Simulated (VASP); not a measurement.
Input of a VASP 6.6.1 run:

File INCAR:

```
PREC = Accurate
ENCUT = 500
EDIFF = 1E-6
ISMEAR = 0
SIGMA = 0.05
LREAL = F
LASPH = T
NELM = 120
ALGO = Normal
ISIF = 2
LWAVE = F
LCHARG = F
GGA = PS
NBANDS = 11
GGA_COMPAT = F
```

Contents of KPOINTS:

```
regular mesh
0
Gamma
  6 6 6
```

POSCAR

```
Ba
1.0
   -2.4519613320      2.4519613320      2.4519613320
    2.4519613320     -2.4519613320      2.4519613320
    2.4519613320      2.4519613320     -2.4519613320
Ba
1
Direct
    0.0000000000      0.0000000000      0.0000000000
```

Potentials or basis: VASP PAW PBE potentials, release 64 (Ba_sv).

Launch:

```sh
$ cat potpaw_PBE.64/Ba_sv/POTCAR > POTCAR
$ mpirun -np 1 vasp_std > vasp.out
```

(1) Estimate the pressure.

(2) Estimate the band gap on the k mesh.

## Answers

(1) 0.1 GPa.

(2) zero (bands 5 and 6 overlap by 0.71 eV).

Caveat: the PAW data sets were made with another functional, which shifts forces and pressure a little; spin-orbit coupling is left out, which moves the levels of the heavy elements.
